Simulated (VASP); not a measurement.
A run of VASP 6.6.1 is set up as follows.

File INCAR:

```
PREC = Accurate ; ENCUT = 520
EDIFF = 1E-7 ; ISMEAR = 0
SIGMA = 0.1 ; LREAL = False
LASPH = True ; NELM = 100
ALGO = Fast ; ISIF = 2
LWAVE = False ; LCHARG = False
GGA = PE ; NBANDS = 29
```

KPOINTS

```
regular mesh
0
Gamma
  10 10 10
```

POSCAR

```
Y3Ir
1.0
    4.6177449830      0.0000000000      0.0000000000
    0.0000000000      4.6177449830      0.0000000000
    0.0000000000      0.0000000000      4.6177449830
Y Ir
3 1
Direct
    0.0000000000      0.5000000000      0.5000000000
    0.5000000000      0.0000000000      0.5000000000
    0.5000000000      0.5000000000      0.0000000000
    0.0000000000      0.0000000000      0.0000000000
```

Potentials or basis: VASP PAW PBE potentials, release 64 (Y_sv, Ir).

Launch:

```sh
$ cat potpaw_PBE.64/Y_sv/POTCAR potpaw_PBE.64/Ir/POTCAR > POTCAR
$ mpirun -np 1 vasp_std > vasp.out
```

**Question.** What does it give for the band gap on the k mesh?

**Answer.** Zero (band 21 reaches 5.12 eV, above the bottom of band 22 at 4.28 eV).

**Question.** Estimate the pressure.

**Answer.** -0.2 GPa.

Caveat: spin-orbit coupling is left out, which moves the levels of the heavy elements.
